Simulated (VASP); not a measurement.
# Pt (P-1) in VASP: a series of runs

Aim: see how the results for Pt move with the level of theory and the settings. Levels: PBEsol, r2SCAN. Tasks: single point.

All numbers are computed with VASP 6.6.1; they aren't measurements. Logs are shortened: lines on timing, memory, paths and dates and some standing lists are left out, and cuts for length are marked.

**1. The cell of the first run**

The typed cell holds 1 atom: a = 2.743 Å, b = 2.761 Å, c = 2.721 Å, α = 109.34°, β = 109.59°, γ = 109.30°.

**2. Single point, PBEsol**

INCAR

```
PREC = Accurate
ENCUT = 520
EDIFF = 1E-6
ISMEAR = 1
SIGMA = 0.005
LREAL = F
LASPH = T
NELM = 60
ALGO = Fast
ISIF = 2
LWAVE = F
LCHARG = F
GGA = PS
NBANDS = 11
```

KPOINTS

```
regular mesh
0
Gamma
  9 8 9
```

POSCAR

```
Pt
1.0
   -1.5821724000      1.5849819900      1.5846552900
    1.6029151900     -1.5797795700      1.6001956600
    1.5674823500      1.5650895200     -1.5794528700
Pt
1
Direct
    0.0000000000      0.0000000000      0.0000000000
```

Potentials or basis: VASP PAW PBE potentials, release 64 (Pt).

Command:

```bash
cat potpaw_PBE.64/Pt/POTCAR > POTCAR
mpirun -np 1 vasp_std > vasp.out
```

OUTCAR:

```text
PREC = Accurate
   ENCUT = 520
   EDIFF = 1E-6
   ISMEAR = 1
   LREAL = F
   LASPH = T
   NELM = 60
   ISIF = 2
   GGA = PS

 ion  position               nearest neighbor table
   1  0.000  0.000  0.000-

  LATTYP: Found a triclinic cell.
 ALAT       =     7.0502409581
 B/A-ratio  =     0.6343495643
 C/A-ratio  =     0.3891298857
 COS(alpha) =     0.0001609558
 COS(beta)  =     0.2598621991
 COS(gamma) =     0.9480271513

  Lattice vectors:

 A1 = (  -0.0501228900,   6.2949406000,  -3.1744461100)
 A2 = (  -0.0354328400,   3.1448690900,  -3.1796485300)
 A3 = (  -1.5821724000,   1.5849819900,   1.5846552900)

Analysis of symmetry for initial positions (statically):
=====================================================================
 Subroutine PRICEL returns:
 Original cell was already a primitive cell.

 Routine SETGRP: Setting up the symmetry group for a
 triclinic supercell.

 Subroutine GETGRP returns: Found  2 space group operations
 (whereof  2 operations were pure point group operations)
 out of a pool of  2 trial point group operations.

The static configuration has the point symmetry S_2 .

Analysis of symmetry for dynamics (positions and initial velocities):
=====================================================================
 Subroutine PRICEL returns:
 Original cell was already a primitive cell.

 Routine SETGRP: Setting up the symmetry group for a
 triclinic supercell.

 Subroutine GETGRP returns: Found  2 space group operations
 (whereof  2 operations were pure point group operations)
 out of a pool of  2 trial point group operations.

The dynamic configuration has the point symmetry S_2 .

 Subroutine INISYM returns: Found  2 space group operations
 (whereof  2 operations are pure point group operations),
 and found     1 'primitive' translations

----------------------------------------------------------------------------------------

                                     Primitive cell

  volume of cell :      15.9025

  direct lattice vectors                    reciprocal lattice vectors
    -1.582172400  1.584981990  1.584655290    -0.000582431  0.316932687  0.313472524
     1.602915190 -1.579779570  1.600195660     0.313381304  0.000946240  0.311943852
     1.567482350  1.565089520 -1.579452870     0.316912558  0.318935271 -0.002585014

  length of vectors
     2.743459458  2.761460980  2.720510520     0.445770895  0.442173839  0.449622018

  position of ions in fractional coordinates (direct lattice)
     0.000000000  0.000000000  0.000000000

  ion indices of the primitive-cell ions
   primitive index   ion index
                 1           1

----------------------------------------------------------------------------------------

 KPOINTS: regular mesh

Automatic generation of k-mesh.
 Grid dimensions read from file:
 generate k-points for:    9    8    9

 Generating k-lattice:

  Cartesian coordinates                     Fractional coordinates (reciprocal lattice)
    -0.000064715  0.035214743  0.034830280     0.111111111  0.000000000 -0.000000000
     0.039172663  0.000118280  0.038992982     0.000000000  0.125000000  0.000000000
     0.035212506  0.035437252 -0.000287224     0.000000000 -0.000000000  0.111111111

  Length of vectors
     0.049530099  0.055271730  0.049958002

  Shift w.r.t. Gamma in fractional coordinates (k-lattice)
     0.000000000  0.000000000  0.000000000

 Subroutine IBZKPT returns following result:
 ===========================================

 Found    325 irreducible k-points:

 Following reciprocal coordinates:
            Coordinates               Weight
  0.000000  0.000000  0.000000      1.000000
  0.111111  0.000000 -0.000000      2.000000
  0.222222  0.000000 -0.000000      2.000000
  0.333333  0.000000  0.000000      2.000000
  0.444444  0.000000 -0.000000      2.000000
  0.000000  0.125000 -0.000000      2.000000
[... 16 lines left out ...]
 -0.111111  0.250000  0.000000      2.000000
  0.000000  0.375000 -0.000000      2.000000
 [... further k-points ...]
   k-points           NKPTS =    325   k-points in BZ     NKDIM =    325   number of bands    NBANDS=     11
   number of dos      NEDOS =    301   number of ions     NIONS =      1
   total plane-waves  NPLWV =   9600
   dimension x,y,z NGX =    20 NGY =   24 NGZ =   20
   dimension x,y,z NGXF=    40 NGYF=   48 NGZF=   40
   ions per type =               1
   NGX,Y,Z   is equivalent  to a cutoff of  12.12, 14.45, 12.22 a.u.
   NGXF,Y,Z  is equivalent  to a cutoff of  24.24, 28.90, 24.44 a.u.
 SYSTEM =  unknown system
   PREC   = accura    normal or accurate (medium, high low for compatibility)
   ISTART =      0    job   : 0-new  1-cont  2-samecut
   ICHARG =      2    charge: 1-file 2-atom 10-const
   ISPIN  =      1    spin polarized calculation?
   LNONCOLLINEAR =      F non collinear calculations
   LSORBIT =      F    spin-orbit coupling
   LASPH  =      T    aspherical Exc in radial PAW
   ENCUT  =  520.0 eV  38.22 Ry    6.18 a.u.   5.10  5.13  5.06*2*pi/ulx,y,z
   NELM   =     60;   NELMIN=  2; NELMDL= -5     # of ELM steps
   EDIFF  = 0.1E-05   stopping-criterion for ELM
   LREAL  =      F    real-space projection
   EDIFFG = 0.1E-04   stopping-criterion for IOM
   NSW    =      0    number of steps for IOM
   IBRION =     -1    ionic relax: 0-MD 1-quasi-New 2-CG
   NFREE  =      0    steps in history (QN), initial steepest desc. (CG)
   ISIF   =      2    stress and relaxation
   ISYM   =      2    0-nonsym 1-usesym 2-fastsym
   POTIM  = 0.5000    time-step for ionic-motion
   TEBEG  =    0.0;   TEEND  =   0.0 temperature during run
   PSTRESS=    0.0 pullay stress
   NELECT =      10.0000    total number of electrons
   NUPDOWN=      -1.0000    fix difference up-down
   EMIN   =  10.00;   EMAX   =-10.00  energy-range for DOS
   EFERMI =   0.00;   METHOD = LEGACY
   ISMEAR =     1;   SIGMA  =   0.01  broadening in eV -4-tet -1-fermi 0-gaus
   EFERMI_NEDOS =   21; number of points for ismear=-14 and -15
   IALGO  =     68    algorithm
   IMIX   =      4    mixing-type and parameters
     AMIX     =   0.40;   BMIX     =  1.00
     AMIX_MAG =   1.60;   BMIX_MAG =  1.00
  volume/ion in A,a.u.               =      15.90       107.32
  Fermi-wavevector in a.u.,A,eV,Ry     =   1.402556  2.650446 26.764870  1.967162
  Thomas-Fermi vector in A             =   2.525306
   LORBIT       =      0    0 simple, 1 ext, 2 COOP (PROOUT), +10 PAW based schemes
   GGA     = PS    functional components
   LHFCALC =     F    Hartree Fock is set to
   AEXX    =    0.0000 exact exchange contribution
   IVDW    =     0    specifies the selected vdW correction
   LEPSILON=     F    determine dielectric tensor
   LRPA    =     F    only Hartree local field effects (RPA)
 non-spin polarized calculation
 RMM-DIIS sequential band-by-band and
 Methfessel and Paxton  Order N= 1 SIGMA  =   0.01
  energy-cutoff  :      520.00
  volume of cell :       15.90
 maximum number of plane-waves:       439
   NGX = 11   NGY = 11   NGZ = 11

 number of electron      10.0000000 magnetization

 number of electron       9.9999999 magnetization

 Free energy of the ion-electron system (eV)
  ---------------------------------------------------
  ext. energy  EPLUGINS =         0.00000000
  ---------------------------------------------------
  free energy    TOTEN  =        -6.81564831 eV

  energy without entropy =       -6.81565213  energy(sigma->0) =       -6.81564959

 E-fermi :   9.8482     XC(G=0): -13.3098

 val. band max:        9.8394049913   @ k =   0.1111  -0.2500   0.3333
 cond. band min:       9.8521329659   @ k =  -0.3333   0.3750  -0.0000
 fundamental gap:      0.0127279746
 Fermi energy:         9.8482270263

 k-point     1 :       0.0000    0.0000    0.0000
  band No.  band energies     occupation
      1       0.4068      2.00000
      2       6.3261      2.00000
      3       6.4498      2.00000
      4       6.5569      2.00000
      5       8.8886      2.00000
      6       8.9874      2.00000
      7      26.7927      0.00000
      8      27.0244      0.00000
      9      27.1552      0.00000
     10      36.8693      0.00000
     11      36.9318      0.00000

 k-point     2 :       0.1111    0.0000   -0.0000
  band No.  band energies     occupation
      1       0.8948      2.00000
      2       6.1892      2.00000
      3       6.4666      2.00000
      4       6.8725      2.00000
      5       8.7195      2.00000
      6       8.9615      2.00000
      7      27.0974      0.00000
      8      27.2348      0.00000
      9      27.7139      0.00000
     10      33.4065      0.00000
     11      33.7389      0.00000

 k-point     3 :       0.2222    0.0000   -0.0000
  band No.  band energies     occupation
      1       2.1500      2.00000
      2       5.7726      2.00000
      3       6.4278      2.00000
      4       7.9654      2.00000
      5       8.5147      2.00000
      6       9.0253      2.00000
      7      25.2876      0.00000
      8      26.3567      0.00000
      9      29.6386      0.00000
     10      32.1497      0.00000
     11      32.3089      0.00000

 k-point     4 :       0.3333    0.0000    0.0000
  band No.  band energies     occupation
      1       3.2145      2.00000
      2       5.3176      2.00000
      3       7.2208      2.00000
      4       8.6782      2.00000
      5       9.1436      2.00000
      6       9.4900      2.00000
      7      20.8232      0.00000
      8      24.5058      0.00000
      9      28.5462      0.00000
     10      32.2491      0.00000
     11      33.2169      0.00000
[... 239 lines left out ...]
 k-point    22 :      -0.2222    0.2500    0.0000
  band No.  band energies     occupation
      1       2.3459      2.00000
      2       5.6849      2.00000
      3       6.4004      2.00000
      4       8.1614      2.00000
      5       8.5866      2.00000
      6       9.0476      2.00000
      7      24.7686      0.00000
      8      26.1657      0.00000
      9      29.7936      0.00000
     10      31.0240      0.00000
     11      32.8404      0.00000

 k-point    23 :      -0.1111    0.2500    0.0000
  band No.  band energies     occupation
      1       2.1005      2.00000
      2       5.9108      2.00000
      3       6.1167      2.00000
      4       8.0458      2.00000
      5       8.4464      2.00000
      6       9.1156      2.00000
      7      25.9308      0.00000
      8      26.4667      0.00000
      9      28.7758      0.00000
     10      30.0688      0.00000
     11      32.8861      0.00000

 k-point    24 :       0.0000    0.3750   -0.0000
  band No.  band energies     occupation
      1       3.3105      2.00000
      2       5.2227      2.00000
      3       7.8516      2.00000
      4       8.7904      2.00000
      5       9.2153      2.00000
      6      10.0108      0.00000
      7      18.9315      0.00000
      8      24.0549      0.00000
      9      27.5467      0.00000
     10      33.3074      0.00000
     11      33.7387      0.00000

 [... further k-points ...]

------------------------ aborting loop because EDIFF is reached ----------------------------------------

  FORCE on cell =-STRESS in cart. coord.  units (eV):
  Direction    XX          YY          ZZ          XY          YZ          ZX
  --------------------------------------------------------------------------------------
  -------------------------------------------------------------------------------------
  Total       -1.1820891     -1.0806186     -1.1229178      0.1665945     -0.0469937     -0.1169914
  in kB     -119.0958596   -108.8726662   -113.1343319     16.7844535     -4.7346299    -11.7869192
  external PRESSURE =    -113.7009525 kB  Pullay stress =       0.0000000 kB

 VOLUME and BASIS-vectors are now :
 -----------------------------------------------------------------------------
  energy-cutoff  :      520.00
  volume of cell :       15.90
      direct lattice vectors                 reciprocal lattice vectors
    -1.582172400  1.584981990  1.584655290    -0.000582431  0.316932687  0.313472524
     1.602915190 -1.579779570  1.600195660     0.313381304  0.000946240  0.311943852
     1.567482350  1.565089520 -1.579452870     0.316912558  0.318935271 -0.002585014

 POSITION                                       TOTAL-FORCE (eV/Angst)
 -----------------------------------------------------------------------------------
      0.00000      0.00000      0.00000         0.000000      0.000000      0.000000
 -----------------------------------------------------------------------------------
    total drift:                                0.000000      0.000000      0.000000

  FREE ENERGIE OF THE ION-ELECTRON SYSTEM (eV)
  ---------------------------------------------------
  free  energy   TOTEN  =        -6.8156483140 eV

  energy  without entropy=       -6.8156521289  energy(sigma->0) =       -6.81564959
```

It took 32 s on 1 thread of Intel Xeon Platinum 8488C (Sapphire Rapids), shared host; peak memory 0.17 GiB.

What came out:

```
Free energy            : -6.8156 eV
Pressure               : -11.4 GPa
Band gap on the k mesh : zero (band 5 reaches 10.80 eV, above the bottom of band 6 at 8.91 eV)
```

Levels at points of the mesh, in eV from the Fermi level:
| k point | band 1 | band 2 | band 3 | band 4 | band 5 | band 6 | band 7 | band 8 | band 9 | band 10 |
| --- | --- | --- | --- | --- | --- | --- | --- | --- | --- | --- |
| (0.00, 0.00, 0.00) | -9.44 | -3.52 | -3.40 | -3.29 | -0.96 | -0.86 | 16.94 | 17.18 | 17.31 | 27.02 |
| (0.00, 0.50, 0.00) | -6.50 | -4.80 | -1.11 | -0.56 | 0.15 | 1.02 | 6.05 | 13.43 | 16.04 | 24.12 |

Caveat: the PAW data sets were made with another functional, which shifts forces and pressure a little; spin-orbit coupling is left out, which moves the levels of the heavy elements.

**3. Single point, r2SCAN**

POSCAR is that of step 2.

INCAR.step1

```
SYSTEM = Pt
PREC = Accurate
ENCUT = 520
ISMEAR = -1
SIGMA = 0.1
LREAL = .False.
LASPH = .True.
NELM = 60
NBANDS = 11
GGA = PE
ALGO = Normal
EDIFF = 1E-4
LWAVE = .True.
LCHARG = .False.
```

INCAR.step2

```
SYSTEM = Pt
PREC = Accurate
ENCUT = 520
EDIFF = 1E-6
ISMEAR = -1
SIGMA = 0.1
LREAL = .False.
LASPH = .True.
NELM = 60
ALGO = Normal
ISIF = 2
LWAVE = .False.
LCHARG = .True.
METAGGA = R2SCAN
LMIXTAU = .True.
LELF = .True.
LVHAR = .True.
NBANDS = 11
ISTART = 1
```

KPOINTS

```
regular mesh
0
Gamma
  9 8 9
  0 0 0
```

Potentials or basis: VASP PAW PBE potentials, release 64 (Pt).

Command:

```bash
cat potpaw_PBE.64/Pt/POTCAR > POTCAR
cp INCAR.step1 INCAR
mpirun -np 1 vasp_std > vasp.out
cp INCAR.step2 INCAR
mpirun -np 1 vasp_std > vasp.out
```

It took 1.8 min on 1 thread of Intel Xeon Platinum 8488C (Sapphire Rapids), shared host; peak memory 0.18 GiB.

It converged, with:

- Free energy: -51.4076 eV
- Pressure: -5.6 GPa
- Band gap on the k mesh: zero (band 5 reaches 10.79 eV, above the bottom of band 6 at 8.73 eV)

Stress tensor (GPa, compression positive):
```
-5.91  1.32 -0.88
 1.32 -5.73 -0.59
-0.88 -0.59 -5.30
```

Levels at points of the mesh, in eV from the Fermi level:
| k point | band 3 | band 4 | band 5 | band 6 | band 7 | band 8 |
| --- | --- | --- | --- | --- | --- | --- |
| (0.00, 0.00, 0.00) | -3.52 | -3.41 | -1.10 | -1.00 | 17.93 | 18.18 |
| (0.00, 0.50, 0.00) | -1.23 | -0.71 | 0.39 | 1.06 | 6.38 | 14.26 |

Caveat: the PAW data sets were made with another functional, which shifts forces and pressure a little; spin-orbit coupling is left out, which moves the levels of the heavy elements.
